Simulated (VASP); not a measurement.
The system is BaTiO3.

```
CELL_PARAMETERS angstrom
3.83433 0.00000 0.00000
0.00000 3.83433 0.00000
0.00000 0.00000 4.12299
ATOMIC_POSITIONS crystal
Ba 0.00000 0.00000 0.00000
Ti 0.50000 0.50000 0.50000
O 0.50000 0.50000 0.00000
O 0.50000 0.00000 0.50000
O 0.00000 0.50000 0.50000
```

This cell differs from its parent crystal: epitaxial xy strain -4.0%.

Base run:

| Property | Result |
| --- | --- |
| Program | VASP 6.6.1 |
| Functional | PBE |
| Potentials or basis | VASP PAW PBE potentials, release 64 (Ba_sv, Ti_sv, O) |
| Cutoff | 520 eV |
| k mesh | 6 × 6 × 6 |
| Occupations | fermi-dirac, width 0.02 eV |
| Spin | no spin polarisation |

Its results: band gap on the k mesh 1.70 eV (least direct gap 1.86 eV); pressure 16.8 GPa.

**Question.** The run is repeated on the same cell with these changes: functional from PBE to r2SCAN; occupations from fermi-dirac, width 0.02 eV to gaussian, width 0.01 eV. What comes out?

**Answer.** Band gap on the k mesh 2.11 eV (least direct gap 2.28 eV); pressure 14.0 GPa.

Caveats: spin-orbit coupling is left out, which moves the levels of the heavy elements; the stress differs along the axes, from 5 to 23 GPa (at least some runs); the stress differs along the axes, from 2 to 20 GPa (at least some runs); the PAW data sets were made with another functional, which shifts forces and pressure a little (at least some runs).

A k mesh can miss the band edges.
